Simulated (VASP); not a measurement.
# GaS (P6_3/mmc) in VASP: single point with r2SCAN

Aim: the single point of GaS with r2SCAN.

Program: VASP 6.6.1. These are calculated values, not measurements. Logs are shortened: lines on timing, memory, paths and dates and some standing lists are left out, and cuts for length are marked.

**1. The cell of the first run**

It takes space group P6_3/mmc (No. 194, hexagonal). Conventional cell: a = 3.593 Å, b = 3.593 Å, c = 15.285 Å, α = 90.00°, β = 90.00°, γ = 120.00°. Within 3.0 Å of Ga (site symmetry 3m) lie 1 Ga at 2.23 Å and 3 S at 2.38 Å. Within 3.2 Å of S (site symmetry 3m) lie 3 Ga at 2.38 Å.

**2. Single point, r2SCAN**

The input, POSCAR:

```
GaS
1.0
    3.5928910000      0.0000000000      0.0000000000
   -1.7964460000      3.1115380000      0.0000000000
    0.0000000000      0.0000000000     15.2846700000
Ga S
4 4
Direct
    0.3333300000      0.6666700000      0.1770000000
    0.6666600000      0.3333300000      0.6770000000
    0.3333300000      0.6666700000      0.3230000000
    0.6666700000      0.3333400000      0.8230000000
    0.3333300000      0.6666700000      0.6000000000
    0.6666600000      0.3333300000      0.1000000000
    0.3333300000      0.6666700000      0.9000000000
    0.6666700000      0.3333400000      0.4000000000
```

The input, INCAR.step1:

```
PREC = Accurate ; ENCUT = 550
ISMEAR = -1 ; SIGMA = 0.012
LREAL = False ; LASPH = True
NELM = 120 ; NBANDS = 48
GGA = PE ; ALGO = Normal
EDIFF = 1E-5 ; LWAVE = True
LCHARG = False ; GGA_COMPAT = False
```

The input, INCAR.step2:

```
PREC = Accurate ; ENCUT = 550
EDIFF = 1E-6 ; ISMEAR = -1
SIGMA = 0.012 ; LREAL = False
LASPH = True ; NELM = 120
ALGO = Normal ; ISIF = 2
LWAVE = False ; LCHARG = False
METAGGA = R2SCAN ; LMIXTAU = True
NBANDS = 48 ; ISTART = 1
GGA_COMPAT = False
```

The input, KPOINTS:

```
Automatic mesh
0
Gamma
  8 8 2
```

Potentials or basis: VASP PAW PBE potentials, release 64 (Ga_d, S).

Command:

```console
> cat potpaw_PBE.64/Ga_d/POTCAR potpaw_PBE.64/S/POTCAR > POTCAR
> cp INCAR.step1 INCAR
> mpirun -np 1 vasp_std > vasp.out
> cp INCAR.step2 INCAR
> mpirun -np 1 vasp_std > vasp.out
```

OUTCAR:

```text
PREC = Accurate
   ENCUT = 550
   EDIFF = 1E-6
   ISMEAR = -1
   LREAL = False
   LASPH = True
   NELM = 120
   ISIF = 2
   METAGGA = R2SCAN
   ISTART = 1

 ion  position               nearest neighbor table
   1  0.333  0.667  0.177-   3 2.23   6 2.38   6 2.38   6 2.38
   2  0.667  0.333  0.677-   4 2.23   5 2.38   5 2.38   5 2.38
   3  0.333  0.667  0.323-   1 2.23   8 2.38   8 2.38   8 2.38
   4  0.667  0.333  0.823-   2 2.23   7 2.38   7 2.38   7 2.38
   5  0.333  0.667  0.600-   2 2.38   2 2.38   2 2.38
   6  0.667  0.333  0.100-   1 2.38   1 2.38   1 2.38
   7  0.333  0.667  0.900-   4 2.38   4 2.38   4 2.38
   8  0.667  0.333  0.400-   3 2.38   3 2.38   3 2.38

  LATTYP: Found a hexagonal cell.
 ALAT       =     3.5928910000
 C/A-ratio  =     4.2541424162

  Lattice vectors:

 A1 = (   3.5928910000,   0.0000000000,   0.0000000000)
 A2 = (  -1.7964460000,   3.1115380000,   0.0000000000)
 A3 = (   0.0000000000,   0.0000000000,  15.2846700000)

Analysis of symmetry for initial positions (statically):
=====================================================================
 Subroutine PRICEL returns:
 Original cell was already a primitive cell.

 Routine SETGRP: Setting up the symmetry group for a
 hexagonal supercell.

 Subroutine GETGRP returns: Found  2 space group operations
 (whereof  1 operations were pure point group operations)
 out of a pool of 24 trial point group operations.

The static configuration has the point symmetry C_1 .
 The point group associated with its full space group is C_2 .

Analysis of symmetry for dynamics (positions and initial velocities):
=====================================================================
 Subroutine PRICEL returns:
 Original cell was already a primitive cell.

 Routine SETGRP: Setting up the symmetry group for a
 hexagonal supercell.

 Subroutine GETGRP returns: Found  2 space group operations
 (whereof  1 operations were pure point group operations)
 out of a pool of 24 trial point group operations.

The dynamic configuration has the point symmetry C_1 .
 The point group associated with its full space group is C_2 .

 Subroutine INISYM returns: Found  2 space group operations
 (whereof  1 operations are pure point group operations),
 and found     1 'primitive' translations

----------------------------------------------------------------------------------------

                                     Primitive cell

  volume of cell :     170.8737

  direct lattice vectors                    reciprocal lattice vectors
     3.592891000  0.000000000  0.000000000     0.278327397  0.160692281  0.000000000
    -1.796446000  3.111538000  0.000000000     0.000000000  0.321384473  0.000000000
     0.000000000  0.000000000 15.284670000     0.000000000  0.000000000  0.065425030

  length of vectors
     3.592891000  3.592893953 15.284670000     0.321384737  0.321384473  0.065425030

  position of ions in fractional coordinates (direct lattice)
     0.333330000  0.666670000  0.177000000
     0.666660000  0.333330000  0.677000000
     0.333330000  0.666670000  0.323000000
     0.666670000  0.333340000  0.823000000
     0.333330000  0.666670000  0.600000000
     0.666660000  0.333330000  0.100000000
     0.333330000  0.666670000  0.900000000
     0.666670000  0.333340000  0.400000000

  ion indices of the primitive-cell ions
   primitive index   ion index
                 1           1
                 2           2
                 3           3
                 4           4
                 5           5
                 6           6
                 7           7
                 8           8

----------------------------------------------------------------------------------------

 KPOINTS: Automatic mesh

Automatic generation of k-mesh.
 Grid dimensions read from file:
 generate k-points for:    8    8    2

 Generating k-lattice:

  Cartesian coordinates                     Fractional coordinates (reciprocal lattice)
     0.034790925  0.020086535  0.000000000     0.125000000 -0.000000000  0.000000000
     0.000000000  0.040173059  0.000000000     0.000000000  0.125000000  0.000000000
     0.000000000  0.000000000  0.032712515     0.000000000  0.000000000  0.500000000

  Length of vectors
     0.040173092  0.040173059  0.032712515

  Shift w.r.t. Gamma in fractional coordinates (k-lattice)
     0.000000000  0.000000000  0.000000000

 Subroutine IBZKPT returns following result:
 ===========================================

 Found     42 irreducible k-points:

 Following reciprocal coordinates:
            Coordinates               Weight
  0.000000  0.000000  0.000000      1.000000
  0.125000 -0.000000  0.000000      4.000000
 -0.125000  0.125000  0.000000      2.000000
  0.250000 -0.000000  0.000000      4.000000
 -0.250000  0.250000  0.000000      2.000000
  0.375000 -0.000000  0.000000      4.000000
[... 16 lines left out ...]
  0.125000 -0.000000  0.500000      4.000000
 -0.125000  0.125000  0.500000      2.000000
 [... further k-points ...]
   k-points           NKPTS =     42   k-points in BZ     NKDIM =     42   number of bands    NBANDS=     48
   number of dos      NEDOS =    301   number of ions     NIONS =      8
   total plane-waves  NPLWV =  94080
   dimension x,y,z NGX =    28 NGY =   28 NGZ =  120
   dimension x,y,z NGXF=    56 NGYF=   56 NGZF=  240
   ions per type =               4   4
   NGX,Y,Z   is equivalent  to a cutoff of  12.96, 12.96, 13.05 a.u.
   NGXF,Y,Z  is equivalent  to a cutoff of  25.91, 25.91, 26.10 a.u.
 SYSTEM =  unknown system
   PREC   = accura    normal or accurate (medium, high low for compatibility)
   ISTART =      1    job   : 0-new  1-cont  2-samecut
   ICHARG =      0    charge: 1-file 2-atom 10-const
   ISPIN  =      1    spin polarized calculation?
   LNONCOLLINEAR =      F non collinear calculations
   LSORBIT =      F    spin-orbit coupling
   LASPH  =      T    aspherical Exc in radial PAW
   ENCUT  =  550.0 eV  40.42 Ry    6.36 a.u.   6.87  6.87 29.23*2*pi/ulx,y,z
   NELM   =    120;   NELMIN=  2; NELMDL=  0     # of ELM steps
   EDIFF  = 0.1E-05   stopping-criterion for ELM
   LREAL  =      F    real-space projection
   EDIFFG = 0.1E-04   stopping-criterion for IOM
   NSW    =      0    number of steps for IOM
   IBRION =     -1    ionic relax: 0-MD 1-quasi-New 2-CG
   NFREE  =      0    steps in history (QN), initial steepest desc. (CG)
   ISIF   =      2    stress and relaxation
   ISYM   =      2    0-nonsym 1-usesym 2-fastsym
   POTIM  = 0.5000    time-step for ionic-motion
   TEBEG  =    0.0;   TEEND  =   0.0 temperature during run
   PSTRESS=    0.0 pullay stress
   NELECT =      76.0000    total number of electrons
   NUPDOWN=      -1.0000    fix difference up-down
   EMIN   =  10.00;   EMAX   =-10.00  energy-range for DOS
   EFERMI =   0.00;   METHOD = LEGACY
   ISMEAR =    -1;   SIGMA  =   0.01  broadening in eV -4-tet -1-fermi 0-gaus
   EFERMI_NEDOS =   21; number of points for ismear=-14 and -15
   IALGO  =     38    algorithm
   IMIX   =      4    mixing-type and parameters
     AMIX     =   0.40;   BMIX     =  1.00
     AMIX_MAG =   1.60;   BMIX_MAG =  1.00
  volume/ion in A,a.u.               =      21.36       144.14
  Fermi-wavevector in a.u.,A,eV,Ry     =   1.249648  2.361492 21.247124  1.561620
  Thomas-Fermi vector in A             =   2.383679
   LORBIT       =      0    0 simple, 1 ext, 2 COOP (PROOUT), +10 PAW based schemes
   METAGGA = R2SCAN    functional components
   LHFCALC =     F    Hartree Fock is set to
   AEXX    =    0.0000 exact exchange contribution
   IVDW    =     0    specifies the selected vdW correction
   LEPSILON=     F    determine dielectric tensor
   LRPA    =     F    only Hartree local field effects (RPA)
 non-spin polarized calculation
  energy-cutoff  :      550.00
  volume of cell :      170.87
 maximum number of plane-waves:      5042
   NGX = 13   NGY = 13   NGZ = 59

 number of electron      75.9999979 magnetization

 Free energy of the ion-electron system (eV)
  ---------------------------------------------------
  ext. energy  EPLUGINS =         0.00000000
  ---------------------------------------------------
  free energy    TOTEN  =       -83.37665667 eV

  energy without entropy =      -83.37665667  energy(sigma->0) =      -83.37665667

 E-fermi :   3.8961     XC(G=0): -10.2361

 val. band max:        3.5989781716   @ k =   0.0000   0.0000   0.0000
 cond. band min:       5.3833346199   @ k =   0.5000   0.5000   0.0000
 fundamental gap:      1.7843564483
 Fermi energy:         3.8960957965

 k-point     1 :       0.0000    0.0000    0.0000
  band No.  band energies     occupation
      1     -11.9654      2.00000
      2     -11.9652      2.00000
      3     -11.7078      2.00000
      4     -11.7078      2.00000
      5     -11.7077      2.00000
      6     -11.7076      2.00000
[... 40 lines left out ...]
     47      10.3430      0.00000
     48      10.3436      0.00000

 k-point     2 :       0.1250   -0.0000    0.0000
  band No.  band energies     occupation
      1     -11.9623      2.00000
      2     -11.9620      2.00000
      3     -11.7577      2.00000
      4     -11.7512      2.00000
      5     -11.7086      2.00000
      6     -11.7084      2.00000
[... 40 lines left out ...]
     47       9.7742      0.00000
     48      10.1448      0.00000

 k-point     3 :      -0.1250    0.1250    0.0000
  band No.  band energies     occupation
      1     -11.9623      2.00000
      2     -11.9620      2.00000
      3     -11.7577      2.00000
      4     -11.7512      2.00000
      5     -11.7086      2.00000
      6     -11.7084      2.00000
[... 1060 lines left out ...]
     47       9.9609      0.00000
     48       9.9609      0.00000

 k-point    24 :      -0.1250    0.1250    0.5000
  band No.  band energies     occupation
      1     -11.9621      2.00000
      2     -11.9621      2.00000
      3     -11.7545      2.00000
      4     -11.7545      2.00000
      5     -11.7085      2.00000
      6     -11.7085      2.00000
[... 40 lines left out ...]
     47       9.9609      0.00000
     48       9.9609      0.00000

 [... further k-points ...]

------------------------ aborting loop because EDIFF is reached ----------------------------------------

  FORCE on cell =-STRESS in cart. coord.  units (eV):
  Direction    XX          YY          ZZ          XY          YZ          ZX
  --------------------------------------------------------------------------------------
  -------------------------------------------------------------------------------------
  Total       -2.6479797     -2.6480882      5.9685481     -0.0000889     -0.0000466     -0.0000269
  in kB      -24.8284731    -24.8294903     55.9633963     -0.0008338     -0.0004366     -0.0002520
  external PRESSURE =       2.1018110 kB  Pullay stress =       0.0000000 kB

 VOLUME and BASIS-vectors are now :
 -----------------------------------------------------------------------------
  energy-cutoff  :      550.00
  volume of cell :      170.87
      direct lattice vectors                 reciprocal lattice vectors
     3.592891000  0.000000000  0.000000000     0.278327397  0.160692281  0.000000000
    -1.796446000  3.111538000  0.000000000     0.000000000  0.321384473  0.000000000
     0.000000000  0.000000000 15.284670000     0.000000000  0.000000000  0.065425030

 POSITION                                       TOTAL-FORCE (eV/Angst)
 -----------------------------------------------------------------------------------
     -0.00002      2.07437      2.70539         0.000009     -0.000093     -3.008645
      1.79643      1.03717     10.34772        -0.000040      0.000076     -3.008646
     -0.00002      2.07437      4.93695         0.000085      0.000039      3.008645
      1.79645      1.03720     12.57928        -0.000086     -0.000004      3.008646
     -0.00002      2.07437      9.17080         0.000023     -0.000101      1.012541
      1.79643      1.03717      1.52847         0.000004      0.000111      1.012540
     -0.00002      2.07437     13.75620         0.000098      0.000031     -1.012541
      1.79645      1.03720      6.11387        -0.000094     -0.000059     -1.012540
 -----------------------------------------------------------------------------------
    total drift:                               -0.000060      0.000035     -0.000000

  FREE ENERGIE OF THE ION-ELECTRON SYSTEM (eV)
  ---------------------------------------------------
  free  energy   TOTEN  =       -83.3766566701 eV

  energy  without entropy=      -83.3766566701  energy(sigma->0) =      -83.37665667
```

Wall time 14 min (1 thread of AMD EPYC 9R45 (Zen 5), shared host); peak memory 0.47 GiB.

Results:

```yaml
Free_energy: -83.3767 eV
Pressure: 0.2 GPa
Largest_force: 3.009 eV/Å
Band_gap_on_the_k_mesh: 1.78 eV (least direct gap 2.51 eV)
```

Forces in eV/Å, atoms in the order of the input:
```
Ga   0.000  0.000 -3.009
Ga   0.000  0.000 -3.009
Ga   0.000  0.000  3.009
Ga   0.000  0.000  3.009
S    0.000  0.000  1.013
S    0.000  0.000  1.013
S    0.000  0.000 -1.013
S    0.000  0.000 -1.013
```

Levels at points of the mesh, in eV from the valence-band top:
| k point | band 34 | band 35 | band 36 | band 37 | band 38 | band 39 | band 40 | band 41 | band 42 | band 43 |
| --- | --- | --- | --- | --- | --- | --- | --- | --- | --- | --- |
| (0.00, 0.00, 0.00) | -1.17 | -1.17 | -1.04 | -1.04 | 0.00 | 2.51 | 3.22 | 3.76 | 3.94 | 4.89 |
| (0.50, 0.00, 0.00) | -2.46 | -2.37 | -2.16 | -2.14 | -1.89 | 1.78 | 2.36 | 2.40 | 3.13 | 4.47 |
| (0.50, 0.50, 0.00) | -2.46 | -2.37 | -2.16 | -2.14 | -1.89 | 1.78 | 2.36 | 2.40 | 3.13 | 4.47 |
| (0.00, 0.00, 0.50) | -1.08 | -1.08 | -1.08 | -0.71 | -0.71 | 2.93 | 2.93 | 3.84 | 3.84 | 4.94 |
| (0.50, 0.00, 0.50) | -2.41 | -2.24 | -2.24 | -2.15 | -2.15 | 2.07 | 2.07 | 2.73 | 2.73 | 4.59 |
| (0.50, 0.50, 0.50) | -2.41 | -2.24 | -2.24 | -2.15 | -2.15 | 2.07 | 2.07 | 2.73 | 2.73 | 4.59 |

Caveat: the stress differs along the axes, from -2 to 6 GPa; the PAW data sets were made with another functional, which shifts forces and pressure a little.
